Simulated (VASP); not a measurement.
# InP (F-43m) in VASP: single point with r2SCANh

Aim: the single point of InP with r2SCANh.

Program: VASP 6.6.1. These are calculated values, not measurements. Logs are shortened: lines on timing, memory, paths and dates and some standing lists are left out, and cuts for length are marked.

## 1. The cell of the first run

It takes space group F-43m (No. 216, cubic). Conventional cell: a = 5.908 Å, b = 5.908 Å, c = 5.908 Å, α = 90.00°, β = 90.00°, γ = 90.00°. Within 3.4 Å of In (site symmetry -43m) lie 4 P at 2.56 Å. P (site symmetry -43m) has 4 In at 2.56 Å within 3.4 Å.

## 2. Single point, r2SCANh

POSCAR reads:

```
InP
1.0
    0.0000000000      2.9537876370      2.9537876370
    2.9537876370      0.0000000000      2.9537876370
    2.9537876370      2.9537876370      0.0000000000
In P
1 1
Direct
    0.0000000000      0.0000000000      0.0000000000
    0.2500000000      0.2500000000      0.2500000000
```

INCAR.step1 reads:

```
PREC = Accurate ; ENCUT = 520
EDIFF = 1E-5 ; ISMEAR = 0
SIGMA = 0.01 ; LREAL = False
LASPH = True ; NELM = 60
ALGO = Normal ; ISIF = 2
LWAVE = True ; LCHARG = False
NBANDS = 16 ; GGA = PE
```

INCAR.step2 reads:

```
PREC = Accurate ; ENCUT = 520
EDIFF = 1E-7 ; ISMEAR = 0
SIGMA = 0.01 ; LREAL = False
LASPH = True ; NELM = 60
ALGO = Normal ; ISIF = 2
LWAVE = False ; LCHARG = False
METAGGA = R2SCAN ; LHFCALC = True
AEXX = 0.1 ; LMIXTAU = True
PRECFOCK = Normal ; NBANDS = 16
ISTART = 1
```

KPOINTS reads:

```
regular mesh
0
Gamma
  6 6 6
```

Potentials or basis: VASP PAW PBE potentials, release 64 (In_d, P).

The run is started by

```console
$ cat potpaw_PBE.64/In_d/POTCAR potpaw_PBE.64/P/POTCAR > POTCAR
$ cp INCAR.step1 INCAR
$ mpirun -np 1 vasp_std > vasp.out
$ cp INCAR.step2 INCAR
$ mpirun -np 1 vasp_std > vasp.out
```

OUTCAR:

```text
PREC = Accurate
   ENCUT = 520
   EDIFF = 1E-7
   ISMEAR = 0
   LREAL = False
   LASPH = True
   NELM = 60
   ISIF = 2
   METAGGA = R2SCAN
   LHFCALC = True
   AEXX = 0.1
   PRECFOCK = Normal
   ISTART = 1

 ion  position               nearest neighbor table
   1  0.000  0.000  0.000-   2 2.56   2 2.56   2 2.56   2 2.56
   2  0.250  0.250  0.250-   1 2.56   1 2.56   1 2.56   1 2.56

  LATTYP: Found a face centered cubic cell.
 ALAT       =     5.9075752740

  Lattice vectors:

 A1 = (   0.0000000000,   2.9537876370,   2.9537876370)
 A2 = (   2.9537876370,   0.0000000000,   2.9537876370)
 A3 = (   2.9537876370,   2.9537876370,   0.0000000000)

Analysis of symmetry for initial positions (statically):
=====================================================================
 Subroutine PRICEL returns:
 Original cell was already a primitive cell.

 Routine SETGRP: Setting up the symmetry group for a
 face centered cubic supercell.

 Subroutine GETGRP returns: Found 24 space group operations
 (whereof 24 operations were pure point group operations)
 out of a pool of 48 trial point group operations.

The static configuration has the point symmetry T_d .

Analysis of symmetry for dynamics (positions and initial velocities):
=====================================================================
 Subroutine PRICEL returns:
 Original cell was already a primitive cell.

 Routine SETGRP: Setting up the symmetry group for a
 face centered cubic supercell.

 Subroutine GETGRP returns: Found 24 space group operations
 (whereof 24 operations were pure point group operations)
 out of a pool of 48 trial point group operations.

The dynamic configuration has the point symmetry T_d .

 Subroutine INISYM returns: Found 24 space group operations
 (whereof 24 operations are pure point group operations),
 and found     1 'primitive' translations

----------------------------------------------------------------------------------------

                                     Primitive cell

  volume of cell :      51.5428

  direct lattice vectors                    reciprocal lattice vectors
     0.000000000  2.953787637  2.953787637    -0.169274187  0.169274187  0.169274187
[... 81 lines left out ...]
   IBRION =     -1    ionic relax: 0-MD 1-quasi-New 2-CG
   NFREE  =      0    steps in history (QN), initial steepest desc. (CG)
   ISIF   =      2    stress and relaxation
   ISYM   =      3    0-nonsym 1-usesym 2-fastsym
   POTIM  = 0.5000    time-step for ionic-motion
   TEBEG  =    0.0;   TEEND  =   0.0 temperature during run
   PSTRESS=    0.0 pullay stress
   NELECT =      18.0000    total number of electrons
   NUPDOWN=      -1.0000    fix difference up-down
   EMIN   =  10.00;   EMAX   =-10.00  energy-range for DOS
   EFERMI =   0.00;   METHOD = LEGACY
   ISMEAR =     0;   SIGMA  =   0.01  broadening in eV -4-tet -1-fermi 0-gaus
   EFERMI_NEDOS =   21; number of points for ismear=-14 and -15
   IALGO  =     38    algorithm
   IMIX   =      1    mixing-type and parameters
     AMIX     =   0.40;   BMIX     =  1.00
     AMIX_MAG =   1.60;   BMIX_MAG =  1.00
  volume/ion in A,a.u.               =      25.77       173.91
  Fermi-wavevector in a.u.,A,eV,Ry     =   1.152860  2.178589 18.083301  1.329085
  Thomas-Fermi vector in A             =   2.289508
   LORBIT       =      0    0 simple, 1 ext, 2 COOP (PROOUT), +10 PAW based schemes
   METAGGA = R2SCAN    functional components
   LHFCALC =     T    Hartree Fock is set to
   PRECFOCK=normal    Normal, Fast or Accurate (Low or Medium for compatibility)
   ENCUT4O =  -1.0   cutoff for four orbital integrals eV
   NKREDX  =     1    reduce k-point grid by
   NKREDY  =     1    reduce k-point grid by
   NKREDZ  =     1    reduce k-point grid by
   AEXX    =    0.1000 exact exchange contribution
   HFSCREEN=    0.0000 screening length (either q_TF or 0.3 A-1)
   HFSCREENC=   0.0000 screening length for correlation (either q_TF or 0.3 A-1)
   ENCUTFOCK=  -1.0 apply spherical cutoff to Coloumb kernel
   IVDW    =     0    specifies the selected vdW correction
   LEPSILON=     F    determine dielectric tensor
   LRPA    =     F    only Hartree local field effects (RPA)
 non-spin polarized calculation
 Gauss-broadening in eV      SIGMA  =   0.01
  energy-cutoff  :      520.00
  volume of cell :       51.54
 maximum number of plane-waves:      1411
  NGX = 24; NGY = 24; NGZ = 24

 number of electron      18.0000009 magnetization

 Free energy of the ion-electron system (eV)
  ---------------------------------------------------
  ext. energy  EPLUGINS =         0.00000000
  ---------------------------------------------------
  free energy    TOTEN  =       -30.91559150 eV

  energy without entropy =      -30.91559150  energy(sigma->0) =      -30.91559150

 E-fermi :   4.5699     XC(G=0):  -8.9149

 val. band max:        4.4902347893   @ k =   0.0000   0.0000   0.0000
 cond. band min:       5.9951670902   @ k =   0.0000   0.0000   0.0000
 fundamental gap:      1.5049323009
 Fermi energy:         4.5699385924

 k-point     1 :       0.0000    0.0000    0.0000
  band No.  band energies     occupation
      1     -10.7893      2.00000
      2     -10.7893      2.00000
      3     -10.7893      2.00000
      4     -10.6229      2.00000
      5     -10.6229      2.00000
      6      -7.8008      2.00000
[... 281 lines left out ...]
      3     -10.6911      2.00000
      4     -10.6518      2.00000
      5     -10.6018      2.00000
      6      -5.2981      2.00000
[... 8 lines left out ...]
     15      16.9782      0.00000
     16      17.7211      0.00000

------------------------ aborting loop because EDIFF is reached ----------------------------------------

  FORCE on cell =-STRESS in cart. coord.  units (eV):
  Direction    XX          YY          ZZ          XY          YZ          ZX
  --------------------------------------------------------------------------------------
  -------------------------------------------------------------------------------------
  Total       -0.2170435     -0.2170435     -0.2170435     -0.0000000      0.0000000     -0.0000000
  in kB       -6.7466704     -6.7466704     -6.7466704     -0.0000000      0.0000000     -0.0000000
  external PRESSURE =      -6.7466704 kB  Pullay stress =       0.0000000 kB

 VOLUME and BASIS-vectors are now :
 -----------------------------------------------------------------------------
  energy-cutoff  :      520.00
  volume of cell :       51.54
      direct lattice vectors                 reciprocal lattice vectors
     0.000000000  2.953787637  2.953787637    -0.169274187  0.169274187  0.169274187
     2.953787637  0.000000000  2.953787637     0.169274187 -0.169274187  0.169274187
     2.953787637  2.953787637  0.000000000     0.169274187  0.169274187 -0.169274187

 POSITION                                       TOTAL-FORCE (eV/Angst)
 -----------------------------------------------------------------------------------
      0.00000      0.00000      0.00000         0.000000      0.000000      0.000000
      1.47689      1.47689      1.47689        -0.000000     -0.000000     -0.000000
 -----------------------------------------------------------------------------------
    total drift:                               -0.000003     -0.000001     -0.000002

  FREE ENERGIE OF THE ION-ELECTRON SYSTEM (eV)
  ---------------------------------------------------
  free  energy   TOTEN  =       -30.9155915047 eV

  energy  without entropy=      -30.9155915047  energy(sigma->0) =      -30.91559150
```

OUTCAR.step1:

```text
PREC = Accurate
   ENCUT = 520
   EDIFF = 1E-5
   ISMEAR = 0
   LREAL = False
[... 515 lines left out ...]
      0.00000      0.00000      0.00000         0.000000      0.000000      0.000000
      1.47689      1.47689      1.47689        -0.000000     -0.000000     -0.000000
 -----------------------------------------------------------------------------------
    total drift:                               -0.000000     -0.000000     -0.000000

  FREE ENERGIE OF THE ION-ELECTRON SYSTEM (eV)
  ---------------------------------------------------
  free  energy   TOTEN  =        -8.3886973063 eV

  energy  without entropy=       -8.3886973063  energy(sigma->0) =       -8.38869731
```

OSZICAR.step1:

```text
N       E                     dE             d eps       ncg     rms          rms(c)
DAV:   1     0.114325843332E+03    0.11433E+03   -0.84043E+03   520   0.123E+03
DAV:   2    -0.889466126683E+00   -0.11522E+03   -0.10941E+03   544   0.306E+02
DAV:   3    -0.859475107614E+01   -0.77053E+01   -0.76666E+01   688   0.771E+01
DAV:   4    -0.879582858046E+01   -0.20108E+00   -0.20101E+00   656   0.133E+01
DAV:   5    -0.880493026496E+01   -0.91017E-02   -0.91014E-02   736   0.247E+00    0.548E+00
DAV:   6    -0.841459219990E+01    0.39034E+00   -0.61784E-01   816   0.125E+01    0.328E+00
DAV:   7    -0.838720043238E+01    0.27392E-01   -0.15792E-01   720   0.309E+00    0.123E+00
DAV:   8    -0.838781915751E+01   -0.61873E-03   -0.15353E-02   648   0.145E+00    0.301E-01
DAV:   9    -0.838846499050E+01   -0.64583E-03   -0.13192E-03   616   0.388E-01    0.148E-01
DAV:  10    -0.838861936850E+01   -0.15438E-03   -0.23897E-04   752   0.198E-01    0.917E-02
DAV:  11    -0.838869815437E+01   -0.78786E-04   -0.13436E-04   568   0.102E-01    0.435E-02
DAV:  12    -0.838869730628E+01    0.84809E-06   -0.72972E-06   472   0.239E-02
   1 F= -.83886973E+01 E0= -.83886973E+01  d E =-.329521E-26
```

It took 57 min on 1 thread of Intel Xeon Platinum 8259CL at 2.50GHz (Skylake/Cascade Lake), shared host; peak memory 0.21 GiB.

Results:

```
Free energy            : -30.9156 eV
Pressure               : -0.7 GPa
Band gap on the k mesh : 1.50 eV
```

Caveat: the PAW data sets were made with another functional, which shifts forces and pressure a little; spin-orbit coupling is left out, which moves the levels of the heavy elements.
